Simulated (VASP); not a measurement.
# Cu (Fd-3m) in VASP: notebook

Runs on Cu. Level: LDA. Tasks: single point, relaxation of cell and atoms.

Everything below comes from runs of VASP 6.6.1. Logs are shortened: lines on timing, memory, paths and dates and some standing lists are left out, and cuts for length are marked.

### Step 1. The cell of the first run

Symmetry: Fd-3m, No. 227, cubic system. The conventional cell has a = 5.283 Å, b = 5.283 Å, c = 5.283 Å, α = 90.00°, β = 90.00°, γ = 90.00°. Within 3.0 Å of Cu (site symmetry -43m) lie 4 Cu at 2.29 Å.

### Step 2. Single point, LDA (volume scaled by 1.08)

Contents of INCAR:

```
SYSTEM = Cu
  PREC = Accurate
  ENCUT = 520
  EDIFF = 1E-6
  ISMEAR = -1
  SIGMA = 0.1
  LREAL = .False.
  LASPH = .True.
  NELM = 100
  ALGO = Normal
  ISIF = 2
  LWAVE = .False.
  LCHARG = .False.
  NBANDS = 18
```

Contents of KPOINTS:

```
Automatic mesh
0
Gamma
  12 12 12
  0 0 0
```

Contents of POSCAR:

```
Cu
1.0
    0.0000000000      2.6413452773      2.6413452773
    2.6413452773      0.0000000000      2.6413452773
    2.6413452773      2.6413452773      0.0000000000
Cu
2
Direct
    0.1250000000      0.1250000000      0.1250000000
    0.8750000000      0.8750000000      0.8750000000
```

Potentials or basis: VASP PAW LDA potentials, release 64 (Cu).

On the command line:

```sh
$ cat potpaw_LDA.64/Cu/POTCAR > POTCAR
$ mpirun -np 1 vasp_std > vasp.out
```

OUTCAR:

```text
SYSTEM = Cu
   PREC = Accurate
   ENCUT = 520
   EDIFF = 1E-6
   ISMEAR = -1
   LREAL = .False.
   LASPH = .True.
   NELM = 100
   ISIF = 2

 ion  position               nearest neighbor table
   1  0.125  0.125  0.125-   2 2.29   2 2.29   2 2.29   2 2.29
   2  0.875  0.875  0.875-   1 2.29   1 2.29   1 2.29   1 2.29

  LATTYP: Found a face centered cubic cell.
 ALAT       =     5.2826905546

  Lattice vectors:

 A1 = (   0.0000000000,   2.6413452773,   2.6413452773)
 A2 = (   2.6413452773,   0.0000000000,   2.6413452773)
 A3 = (   2.6413452773,   2.6413452773,   0.0000000000)

Analysis of symmetry for initial positions (statically):
=====================================================================
 Subroutine PRICEL returns:
 Original cell was already a primitive cell.

 Routine SETGRP: Setting up the symmetry group for a
 face centered cubic supercell.

 Subroutine GETGRP returns: Found 48 space group operations
 (whereof 12 operations were pure point group operations)
 out of a pool of 48 trial point group operations.

The static configuration has the point symmetry D_3d.
 The point group associated with its full space group is O_h .

Analysis of symmetry for dynamics (positions and initial velocities):
=====================================================================
 Subroutine PRICEL returns:
 Original cell was already a primitive cell.

 Routine SETGRP: Setting up the symmetry group for a
 face centered cubic supercell.

 Subroutine GETGRP returns: Found 48 space group operations
 (whereof 12 operations were pure point group operations)
 out of a pool of 48 trial point group operations.

The dynamic configuration has the point symmetry D_3d.
 The point group associated with its full space group is O_h .

 Subroutine INISYM returns: Found 48 space group operations
 (whereof 12 operations are pure point group operations),
 and found     1 'primitive' translations

----------------------------------------------------------------------------------------

                                     Primitive cell

  volume of cell :      36.8558

  direct lattice vectors                    reciprocal lattice vectors
     0.000000000  2.641345277  2.641345277    -0.189297478  0.189297478  0.189297478
     2.641345277  0.000000000  2.641345277     0.189297478 -0.189297478  0.189297478
     2.641345277  2.641345277  0.000000000     0.189297478  0.189297478 -0.189297478

  length of vectors
     3.735426314  3.735426314  3.735426314     0.327872850  0.327872850  0.327872850

  position of ions in fractional coordinates (direct lattice)
     0.125000000  0.125000000  0.125000000
     0.875000000  0.875000000  0.875000000

  ion indices of the primitive-cell ions
   primitive index   ion index
                 1           1
                 2           2

----------------------------------------------------------------------------------------

 KPOINTS: Automatic mesh

Automatic generation of k-mesh.
 Grid dimensions read from file:
 generate k-points for:   12   12   12

 Generating k-lattice:

  Cartesian coordinates                     Fractional coordinates (reciprocal lattice)
    -0.015774790  0.015774790  0.015774790     0.083333333  0.000000000  0.000000000
     0.015774790 -0.015774790  0.015774790     0.000000000  0.083333333  0.000000000
     0.015774790  0.015774790 -0.015774790     0.000000000  0.000000000  0.083333333

  Length of vectors
     0.027322737  0.027322737  0.027322737

  Shift w.r.t. Gamma in fractional coordinates (k-lattice)
     0.000000000  0.000000000  0.000000000

 Subroutine IBZKPT returns following result:
 ===========================================

 Found     72 irreducible k-points:

 Following reciprocal coordinates:
            Coordinates               Weight
  0.000000  0.000000  0.000000      1.000000
  0.083333  0.000000  0.000000      8.000000
  0.166667  0.000000  0.000000      8.000000
  0.250000  0.000000  0.000000      8.000000
  0.333333  0.000000  0.000000      8.000000
  0.416667  0.000000  0.000000      8.000000
[... 16 lines left out ...]
  0.500000  0.166667  0.000000     24.000000
 -0.416667  0.166667  0.000000     24.000000
 [... further k-points ...]
   k-points           NKPTS =     72   k-points in BZ     NKDIM =     72   number of bands    NBANDS=     18
   number of dos      NEDOS =    301   number of ions     NIONS =      2
   total plane-waves  NPLWV =  21952
   dimension x,y,z NGX =    28 NGY =   28 NGZ =   28
   dimension x,y,z NGXF=    56 NGYF=   56 NGZF=   56
   ions per type =               2
   NGX,Y,Z   is equivalent  to a cutoff of  12.46, 12.46, 12.46 a.u.
   NGXF,Y,Z  is equivalent  to a cutoff of  24.92, 24.92, 24.92 a.u.
 SYSTEM =  Cu
   PREC   = accura    normal or accurate (medium, high low for compatibility)
   ISTART =      0    job   : 0-new  1-cont  2-samecut
   ICHARG =      2    charge: 1-file 2-atom 10-const
   ISPIN  =      1    spin polarized calculation?
   LNONCOLLINEAR =      F non collinear calculations
   LSORBIT =      F    spin-orbit coupling
   LASPH  =      T    aspherical Exc in radial PAW
   ENCUT  =  520.0 eV  38.22 Ry    6.18 a.u.   6.95  6.95  6.95*2*pi/ulx,y,z
   NELM   =    100;   NELMIN=  2; NELMDL= -5     # of ELM steps
   EDIFF  = 0.1E-05   stopping-criterion for ELM
   LREAL  =      F    real-space projection
   EDIFFG = 0.1E-04   stopping-criterion for IOM
   NSW    =      0    number of steps for IOM
   IBRION =     -1    ionic relax: 0-MD 1-quasi-New 2-CG
   NFREE  =      0    steps in history (QN), initial steepest desc. (CG)
   ISIF   =      2    stress and relaxation
   ISYM   =      2    0-nonsym 1-usesym 2-fastsym
   POTIM  = 0.5000    time-step for ionic-motion
   TEBEG  =    0.0;   TEEND  =   0.0 temperature during run
   PSTRESS=    0.0 pullay stress
   NELECT =      22.0000    total number of electrons
   NUPDOWN=      -1.0000    fix difference up-down
   EMIN   =  10.00;   EMAX   =-10.00  energy-range for DOS
   EFERMI =   0.00;   METHOD = LEGACY
   ISMEAR =    -1;   SIGMA  =   0.10  broadening in eV -4-tet -1-fermi 0-gaus
   EFERMI_NEDOS =   21; number of points for ismear=-14 and -15
   IALGO  =     38    algorithm
   IMIX   =      4    mixing-type and parameters
     AMIX     =   0.40;   BMIX     =  1.00
     AMIX_MAG =   1.60;   BMIX_MAG =  1.00
  volume/ion in A,a.u.               =      18.43       124.36
  Fermi-wavevector in a.u.,A,eV,Ry     =   1.378417  2.604830 25.851516  1.900033
  Thomas-Fermi vector in A             =   2.503480
   LORBIT       =      0    0 simple, 1 ext, 2 COOP (PROOUT), +10 PAW based schemes
   GGA     = CA    functional components
   LHFCALC =     F    Hartree Fock is set to
   AEXX    =    0.0000 exact exchange contribution
   IVDW    =     0    specifies the selected vdW correction
   LEPSILON=     F    determine dielectric tensor
   LRPA    =     F    only Hartree local field effects (RPA)
 non-spin polarized calculation
  energy-cutoff  :      520.00
  volume of cell :       36.86
 maximum number of plane-waves:      1018
   NGX = 13   NGY = 13   NGZ = 13

 number of electron      22.0000031 magnetization

 Free energy of the ion-electron system (eV)
  ---------------------------------------------------
  ext. energy  EPLUGINS =         0.00000000
  ---------------------------------------------------
  free energy    TOTEN  =        -6.94235035 eV

  energy without entropy =       -6.91621177  energy(sigma->0) =       -6.92928106

 E-fermi :   2.7548     XC(G=0): -10.4252

 val. band max:        2.7509731529   @ k =  -0.4167   0.2500   0.0833
 cond. band min:       2.8258629908   @ k =  -0.3333   0.4167   0.1667
 fundamental gap:      0.0748898379
 Fermi energy:         2.7547532913

 k-point     1 :       0.0000    0.0000    0.0000
  band No.  band energies     occupation
      1      -3.6873      2.00000
      2      -0.3378      2.00000
      3      -0.3378      2.00000
      4      -0.3378      2.00000
      5      -0.3091      2.00000
      6      -0.3091      2.00000
[... 10 lines left out ...]
     17      13.6350      0.00000
     18      15.9817      0.00000

 k-point     2 :       0.0833    0.0000    0.0000
  band No.  band energies     occupation
      1      -3.5755      2.00000
      2      -0.4038      2.00000
      3      -0.4038      2.00000
      4      -0.3351      2.00000
      5      -0.2243      2.00000
      6      -0.2243      2.00000
[... 10 lines left out ...]
     17      14.2531      0.00000
     18      16.2113      0.00000

 k-point     3 :       0.1667    0.0000    0.0000
  band No.  band energies     occupation
      1      -3.2464      2.00000
      2      -0.4497      2.00000
      3      -0.4497      2.00000
      4      -0.3244      2.00000
      5      -0.1341      2.00000
      6      -0.1341      2.00000
[... 10 lines left out ...]
     17      14.9789      0.00000
     18      16.3679      0.00000

 k-point     4 :       0.2500    0.0000    0.0000
  band No.  band energies     occupation
      1      -2.7236      2.00000
      2      -0.4579      2.00000
      3      -0.4579      2.00000
      4      -0.3012      2.00000
      5      -0.0853      2.00000
      6      -0.0853      2.00000
[... 375 lines left out ...]
      4      -0.3133      2.00000
      5      -0.0467      2.00000
      6       0.0430      2.00000
[... 10 lines left out ...]
     17      16.6290      0.00000
     18      17.0578      0.00000

 k-point    23 :       0.5000    0.1667    0.0000
  band No.  band energies     occupation
      1      -1.0332      2.00000
      2      -0.5849      2.00000
      3      -0.3515      2.00000
      4      -0.3157      2.00000
      5      -0.0272      2.00000
      6      -0.0145      2.00000
[... 10 lines left out ...]
     17      16.2460      0.00000
     18      17.7068      0.00000

 k-point    24 :      -0.4167    0.1667    0.0000
  band No.  band energies     occupation
      1      -0.9741      2.00000
      2      -0.5274      2.00000
      3      -0.4178      2.00000
      4      -0.2799      2.00000
      5      -0.1195      2.00000
      6       0.0453      2.00000
[... 10 lines left out ...]
     17      16.0575      0.00000
     18      18.3499      0.00000

 [... further k-points ...]
[... 5 lines left out ...]
  --------------------------------------------------------------------------------------
  -------------------------------------------------------------------------------------
  Total       -1.1033844     -1.1033844     -1.1033844      0.0000000      0.0000000     -0.0000000
  in kB      -47.9658230    -47.9658230    -47.9658230      0.0000000      0.0000000     -0.0000000
  external PRESSURE =     -47.9658230 kB  Pullay stress =       0.0000000 kB

 VOLUME and BASIS-vectors are now :
 -----------------------------------------------------------------------------
  energy-cutoff  :      520.00
  volume of cell :       36.86
      direct lattice vectors                 reciprocal lattice vectors
     0.000000000  2.641345277  2.641345277    -0.189297478  0.189297478  0.189297478
     2.641345277  0.000000000  2.641345277     0.189297478 -0.189297478  0.189297478
     2.641345277  2.641345277  0.000000000     0.189297478  0.189297478 -0.189297478

 POSITION                                       TOTAL-FORCE (eV/Angst)
 -----------------------------------------------------------------------------------
      0.66034      0.66034      0.66034        -0.000000     -0.000000     -0.000000
      4.62235      4.62235      4.62235         0.000000      0.000000      0.000000
 -----------------------------------------------------------------------------------
    total drift:                                0.000000      0.000000     -0.000000

  FREE ENERGIE OF THE ION-ELECTRON SYSTEM (eV)
  ---------------------------------------------------
  free  energy   TOTEN  =        -6.9423503498 eV

  energy  without entropy=       -6.9162117703  energy(sigma->0) =       -6.92928106
```

It took 27 s on 1 thread of Intel Xeon Platinum 8488C (Sapphire Rapids), shared host; peak memory 0.16 GiB.

Results:

```yaml
Free_energy: -6.9424 eV
Pressure: -4.8 GPa
Band_gap_on_the_k_mesh: zero (band 11 reaches 3.38 eV, above the bottom of band 12 at 2.38 eV)
```

(Continued in part 2 of 2.)
